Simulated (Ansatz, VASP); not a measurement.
# One calculation of ZnSe, two programs

INCAR

```
SYSTEM = ZnSe
PREC = Accurate ; ENCUT = 520
EDIFF = 1E-6 ; ISMEAR = 0
SIGMA = 0.05 ; LREAL = .FALSE.
LASPH = .TRUE. ; NELM = 60
ALGO = Normal ; ISIF = 2
LWAVE = .FALSE. ; LCHARG = .FALSE.
GGA = PE ; NBANDS = 16
```

KPOINTS

```
regular mesh
0
G
  10 10 10
  0 0 0
```

POSCAR

```
ZnSe
1.0
    0.0000000000      3.1865145975      2.8244235042
    2.8244235042      0.0000000000      2.8244235042
    2.8244235042      3.1865145975      0.0000000000
Zn Se
1 1
Direct
    0.0000000000      0.0000000000      0.0000000000
    0.7500000000      0.7500000000      0.7500000000
```

Input for Ansatz:

```yaml
crystal:
  lattice:
    - [0.0, 3.1865145975, 2.8244235042]
    - [2.8244235042, 0.0, 2.8244235042]
    - [2.8244235042, 3.1865145975, 0.0]
  atoms:
    - { symbol: Zn, position: [0.0, 0.0, 0.0] }
    - { symbol: Se, position: [0.75, 0.75, 0.75] }
basis:
  ecutwfc: 520.0
kpoints:
  mp_grid: { grid: [10, 10, 10] }
hamiltonian:
  xc: pbe
  pseudopotentials: { kind: paw, azcp: { folder: soft_1 } }
scf:
  occupations: { method: gaussian, width: 0.05 }
output:
  forces: true
  stress: true
  eigenvalues: true
```

Alike in both runs: task single point; functional PBE; k mesh 10 × 10 × 10; occupations gaussian, width 0.05 eV; no spin polarisation.

|  | VASP | Ansatz |
| --- | --- | --- |
| version | VASP 6.6.1 | Ansatz 0.2.0 |
| potentials or method | VASP PAW PBE potentials, release 64 (Zn, Se), cutoff 520 eV | scalar-relativistic, plane waves, PAW |
| valence electrons in the cell | 18 | 28 |

|  | VASP | Ansatz | Ansatz less VASP |
| --- | --- | --- | --- |
| gap on the k mesh at the Fermi level (eV) | 0.63 | 0.63 | 0.000 |
| least direct gap on the mesh (eV) | 0.63 | 0.63 | 0.000 |
| pressure (GPa) | -3.6 | -3.8 | -0.16 |
| traceless stress, the component that is largest in VASP (GPa) | -3.37 | -3.38 | -0.016 |

VASP's potentials hold 18 valence electrons a cell and Ansatz's 28, so a difference there can come from the potentials and not from the codes.
